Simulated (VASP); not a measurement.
Runs of VASP 6.6.1 on MoSe. The structure is that of space group Fm-3m (No. 225), or close to it. The cells are those of the table. 

| level | spin | U | cell | smearing | gap on the mesh (eV) | pressure (GPa) | moment (μB) |
| --- | --- | --- | --- | --- | --- | --- | --- |
| PBEsol | collinear | - | a = 3.380 Å, angles 60.0°, 2 atoms | gaussian 0.1 eV | none | (b) | 0.00 |
| PBEsol | collinear | - | a = 3.848 Å, angles 60.0°, 2 atoms | gaussian 0.1 eV | none | -9.5 | (a) |
| PBEsol | collinear | - | a = 3.641 Å, angles 60.0°, 2 atoms | gaussian 0.1 eV | none | 0.4 | 0.00 |
| PBEsol+U | collinear | Mo d U = 4.0 eV | a = 3.641 Å, angles 60.0°, 2 atoms | gaussian 0.05 eV | none | 21.3 | 2.94 |
| PBEsol | off | - | a = 3.641 Å, angles 60.0°, 2 atoms | gaussian 0.1 eV | none | 0.4 | - |

Alike in all rows: task single point; potentials or basis VASP PAW PBE potentials, release 64 (Mo_sv, Se); k mesh 14 × 14 × 14; cutoff (eV) 520.

**Question.** Estimate the missing entries.

**Answer.** (a) 2.65; (b) 60.4.

Caveats: the PAW data sets were made with another functional, which shifts forces and pressure a little; the cell stands under pressure (at least some runs); the cell stands under tension (at least some runs).

A k mesh can miss the band edges, and the runs leave out spin-orbit coupling on Mo, Se.

A gap of «none» marks levels without a gap at the run's occupations.
